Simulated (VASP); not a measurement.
# Zr (Fm-3m) in VASP: single point with PBE0

Aim: the single point of Zr with PBE0.

Everything below comes from runs of VASP 6.6.1. Logs are shortened: lines on timing, memory, paths and dates and some standing lists are left out, and cuts for length are marked.

**1. The cell of the first run**

Symmetry: Fm-3m, No. 225, cubic system. The conventional cell has a = 4.443 Å, b = 4.443 Å, c = 4.443 Å, α = 90.00°, β = 90.00°, γ = 90.00°. Within 4.1 Å of Zr (site symmetry m-3m) lie 12 Zr at 3.14 Å.

**2. Single point, PBE0**

Input file POSCAR:

```
Zr
1.0
    0.0000000000      2.2216875138      2.2216875138
    2.2216875138      0.0000000000      2.2216875138
    2.2216875138      2.2216875138      0.0000000000
Zr
1
Direct
    0.0000000000      0.0000000000      0.0000000000
```

Input file INCAR.step1:

```
PREC = Accurate
ENCUT = 400
EDIFF = 1E-5
ISMEAR = -1
SIGMA = 0.5
LREAL = False
LASPH = True
NELM = 120
ALGO = Normal
ISIF = 2
LWAVE = True
LCHARG = False
NBANDS = 12
GGA = PE
GGA_COMPAT = False
```

Input file INCAR.step2:

```
PREC = Accurate
ENCUT = 400
EDIFF = 1E-6
ISMEAR = -1
SIGMA = 0.5
LREAL = False
LASPH = True
NELM = 120
ALGO = Normal
ISIF = 2
LWAVE = False
LCHARG = False
GGA = PE
LHFCALC = True
AEXX = 0.25
PRECFOCK = Normal
NBANDS = 12
ISTART = 1
GGA_COMPAT = False
```

Input file KPOINTS:

```
Automatic mesh
0
Gamma
  2 2 2
```

Potentials or basis: VASP PAW PBE potentials, release 64 (Zr_sv).

Run with:

```bash
$ cat potpaw_PBE.64/Zr_sv/POTCAR > POTCAR
$ cp INCAR.step1 INCAR
$ mpirun -np 1 vasp_std > vasp.out
$ cp INCAR.step2 INCAR
$ mpirun -np 1 vasp_std > vasp.out
```

OUTCAR:

```text
PREC = Accurate
   ENCUT = 400
   EDIFF = 1E-6
   ISMEAR = -1
   LREAL = False
   LASPH = True
   NELM = 120
   ISIF = 2
   GGA = PE
   LHFCALC = True
   AEXX = 0.25
   PRECFOCK = Normal
   ISTART = 1

 ion  position               nearest neighbor table
   1  0.000  0.000  0.000-

  LATTYP: Found a face centered cubic cell.
 ALAT       =     4.4433750276

  Lattice vectors:

 A1 = (   0.0000000000,   2.2216875138,   2.2216875138)
 A2 = (   2.2216875138,   0.0000000000,   2.2216875138)
 A3 = (   2.2216875138,   2.2216875138,   0.0000000000)

Analysis of symmetry for initial positions (statically):
=====================================================================
 Subroutine PRICEL returns:
 Original cell was already a primitive cell.

 Routine SETGRP: Setting up the symmetry group for a
 face centered cubic supercell.

 Subroutine GETGRP returns: Found 48 space group operations
 (whereof 48 operations were pure point group operations)
 out of a pool of 48 trial point group operations.

The static configuration has the point symmetry O_h .

Analysis of symmetry for dynamics (positions and initial velocities):
=====================================================================
 Subroutine PRICEL returns:
 Original cell was already a primitive cell.

 Routine SETGRP: Setting up the symmetry group for a
 face centered cubic supercell.

 Subroutine GETGRP returns: Found 48 space group operations
 (whereof 48 operations were pure point group operations)
 out of a pool of 48 trial point group operations.

The dynamic configuration has the point symmetry O_h .

 Subroutine INISYM returns: Found 48 space group operations
 (whereof 48 operations are pure point group operations),
 and found     1 'primitive' translations

----------------------------------------------------------------------------------------

                                     Primitive cell

  volume of cell :      21.9320

  direct lattice vectors                    reciprocal lattice vectors
     0.000000000  2.221687514  2.221687514    -0.225054152  0.225054152  0.225054152
     2.221687514  0.000000000  2.221687514     0.225054152 -0.225054152  0.225054152
     2.221687514  2.221687514  0.000000000     0.225054152  0.225054152 -0.225054152

  length of vectors
     3.141940613  3.141940613  3.141940613     0.389805226  0.389805226  0.389805226

  position of ions in fractional coordinates (direct lattice)
     0.000000000  0.000000000  0.000000000

  ion indices of the primitive-cell ions
   primitive index   ion index
                 1           1

----------------------------------------------------------------------------------------

 KPOINTS: Automatic mesh

Automatic generation of k-mesh.
 Grid dimensions read from file:
 generate k-points for:    2    2    2

 Generating k-lattice:

  Cartesian coordinates                     Fractional coordinates (reciprocal lattice)
    -0.112527076  0.112527076  0.112527076     0.500000000  0.000000000  0.000000000
     0.112527076 -0.112527076  0.112527076     0.000000000  0.500000000  0.000000000
     0.112527076  0.112527076 -0.112527076     0.000000000  0.000000000  0.500000000

  Length of vectors
     0.194902613  0.194902613  0.194902613

  Shift w.r.t. Gamma in fractional coordinates (k-lattice)
     0.000000000  0.000000000  0.000000000

 Subroutine IBZKPT returns following result:
 ===========================================

 Found      3 irreducible k-points:

 Following reciprocal coordinates:
            Coordinates               Weight
  0.000000  0.000000  0.000000      1.000000
  0.500000  0.000000  0.000000      4.000000
  0.500000  0.500000  0.000000      3.000000
   k-points           NKPTS =      3   k-points in BZ     NKDIM =      8   number of bands    NBANDS=     12
   number of dos      NEDOS =    301   number of ions     NIONS =      1
   total plane-waves  NPLWV =   8000
   dimension x,y,z NGX =    20 NGY =   20 NGZ =   20
   dimension x,y,z NGXF=    40 NGYF=   40 NGZF=   40
   ions per type =               1
   NGX,Y,Z   is equivalent  to a cutoff of  10.58, 10.58, 10.58 a.u.
   NGXF,Y,Z  is equivalent  to a cutoff of  21.16, 21.16, 21.16 a.u.
 SYSTEM =  unknown system
   PREC   = accura    normal or accurate (medium, high low for compatibility)
   ISTART =      1    job   : 0-new  1-cont  2-samecut
   ICHARG =      0    charge: 1-file 2-atom 10-const
   ISPIN  =      1    spin polarized calculation?
   LNONCOLLINEAR =      F non collinear calculations
   LSORBIT =      F    spin-orbit coupling
   LASPH  =      T    aspherical Exc in radial PAW
   ENCUT  =  400.0 eV  29.40 Ry    5.42 a.u.   5.12  5.12  5.12*2*pi/ulx,y,z
   NELM   =    120;   NELMIN=  2; NELMDL=  0     # of ELM steps
   EDIFF  = 0.1E-05   stopping-criterion for ELM
   LREAL  =      F    real-space projection
   EDIFFG = 0.1E-04   stopping-criterion for IOM
   NSW    =      0    number of steps for IOM
   IBRION =     -1    ionic relax: 0-MD 1-quasi-New 2-CG
   NFREE  =      0    steps in history (QN), initial steepest desc. (CG)
   ISIF   =      2    stress and relaxation
   ISYM   =      3    0-nonsym 1-usesym 2-fastsym
   POTIM  = 0.5000    time-step for ionic-motion
   TEBEG  =    0.0;   TEEND  =   0.0 temperature during run
   PSTRESS=    0.0 pullay stress
   NELECT =      12.0000    total number of electrons
   NUPDOWN=      -1.0000    fix difference up-down
   EMIN   =  10.00;   EMAX   =-10.00  energy-range for DOS
   EFERMI =   0.00;   METHOD = LEGACY
   ISMEAR =    -1;   SIGMA  =   0.50  broadening in eV -4-tet -1-fermi 0-gaus
   EFERMI_NEDOS =   21; number of points for ismear=-14 and -15
   IALGO  =     38    algorithm
   IMIX   =      1    mixing-type and parameters
     AMIX     =   0.40;   BMIX     =  1.00
     AMIX_MAG =   1.60;   BMIX_MAG =  1.00
  volume/ion in A,a.u.               =      21.93       148.00
  Fermi-wavevector in a.u.,A,eV,Ry     =   1.338985  2.530314 24.393613  1.792880
  Thomas-Fermi vector in A             =   2.467412
   LORBIT       =      0    0 simple, 1 ext, 2 COOP (PROOUT), +10 PAW based schemes
   GGA     = PE    functional components
   LHFCALC =     T    Hartree Fock is set to
   PRECFOCK=normal    Normal, Fast or Accurate (Low or Medium for compatibility)
   ENCUT4O =  -1.0   cutoff for four orbital integrals eV
   NKREDX  =     1    reduce k-point grid by
   NKREDY  =     1    reduce k-point grid by
   NKREDZ  =     1    reduce k-point grid by
   AEXX    =    0.2500 exact exchange contribution
   HFSCREEN=    0.0000 screening length (either q_TF or 0.3 A-1)
   HFSCREENC=   0.0000 screening length for correlation (either q_TF or 0.3 A-1)
   ENCUTFOCK=  -1.0 apply spherical cutoff to Coloumb kernel
   IVDW    =     0    specifies the selected vdW correction
   LEPSILON=     F    determine dielectric tensor
   LRPA    =     F    only Hartree local field effects (RPA)
 non-spin polarized calculation
  energy-cutoff  :      400.00
  volume of cell :       21.93
 maximum number of plane-waves:       411
  NGX = 16; NGY = 16; NGZ = 16

 number of electron      12.0000000 magnetization

 Free energy of the ion-electron system (eV)
  ---------------------------------------------------
  ext. energy  EPLUGINS =         0.00000000
  ---------------------------------------------------
  free energy    TOTEN  =       -12.37226423 eV

  energy without entropy =      -11.26951819  energy(sigma->0) =      -11.82089121

 E-fermi :  10.6359     XC(G=0):  -8.8946

 val. band max:        6.3386458671   @ k =   0.5000   0.5000   0.0000
 cond. band min:      10.6921612944   @ k =   0.5000   0.0000   0.0000
 fundamental gap:      4.3535154273
 Fermi energy:        10.6358831761

 k-point     1 :       0.0000    0.0000    0.0000
  band No.  band energies     occupation
      1     -42.6668      2.00000
      2     -18.6773      2.00000
      3     -18.6773      2.00000
      4     -18.6773      2.00000
      5       2.7335      2.00000
      6      11.4201      0.34490
      7      11.4201      0.34490
      8      11.4201      0.34490
      9      14.5547      0.00079
     10      14.5547      0.00079
     11      21.3372      0.00000
     12      25.8360      0.00000

 k-point     2 :       0.5000    0.0000    0.0000
  band No.  band energies     occupation
      1     -42.4527      2.00000
      2     -20.0463      2.00000
      3     -18.8360      2.00000
      4     -18.8360      2.00000
      5       5.5583      1.99992
      6      10.6922      0.94378
      7      10.6922      0.94378
      8      11.4088      0.35138
      9      16.6941      0.00001
     10      16.6941      0.00001
     11      21.0557      0.00000
     12      21.5354      0.00000

 k-point     3 :       0.5000    0.5000    0.0000
  band No.  band energies     occupation
      1     -42.3837      2.00000
      2     -19.9478      2.00000
      3     -19.1386      2.00000
      4     -19.1386      2.00000
      5       5.3890      1.99994
      6       6.3386      1.99963
      7      13.8637      0.00314
      8      16.6966      0.00001
      9      17.3098      0.00000
     10      17.3098      0.00000
     11      21.0305      0.00000
     12      21.0305      0.00000

------------------------ aborting loop because EDIFF is reached ----------------------------------------

  FORCE on cell =-STRESS in cart. coord.  units (eV):
  Direction    XX          YY          ZZ          XY          YZ          ZX
  --------------------------------------------------------------------------------------
  -------------------------------------------------------------------------------------
  Total       -2.7817991     -2.7817991     -2.7817991      0.0000000     -0.0000000      0.0000000
  in kB     -203.2157787   -203.2157787   -203.2157787      0.0000000     -0.0000000      0.0000000
  external PRESSURE =    -203.2157787 kB  Pullay stress =       0.0000000 kB

 VOLUME and BASIS-vectors are now :
 -----------------------------------------------------------------------------
  energy-cutoff  :      400.00
  volume of cell :       21.93
      direct lattice vectors                 reciprocal lattice vectors
     0.000000000  2.221687514  2.221687514    -0.225054152  0.225054152  0.225054152
     2.221687514  0.000000000  2.221687514     0.225054152 -0.225054152  0.225054152
     2.221687514  2.221687514  0.000000000     0.225054152  0.225054152 -0.225054152

 POSITION                                       TOTAL-FORCE (eV/Angst)
 -----------------------------------------------------------------------------------
      0.00000      0.00000      0.00000         0.000000     -0.000000      0.000000
 -----------------------------------------------------------------------------------
    total drift:                                0.000001     -0.000001      0.000000

  FREE ENERGIE OF THE ION-ELECTRON SYSTEM (eV)
  ---------------------------------------------------
  free  energy   TOTEN  =       -12.3722642270 eV

  energy  without entropy=      -11.2695181944  energy(sigma->0) =      -11.82089121
```

It took 9.4 s on 1 thread of Intel Xeon 6975P-C, shared host; peak memory 0.13 GiB.

Results:

```yaml
Free_energy: -12.3723 eV
Pressure: -20.3 GPa
Band_gap_on_the_k_mesh: zero (band 6 reaches 11.42 eV, above the bottom of band 7 at 10.69 eV)
```

Caveat: the k points lie up to 1.22 Å⁻¹ apart; the PAW data sets were made with another functional, which shifts forces and pressure a little.
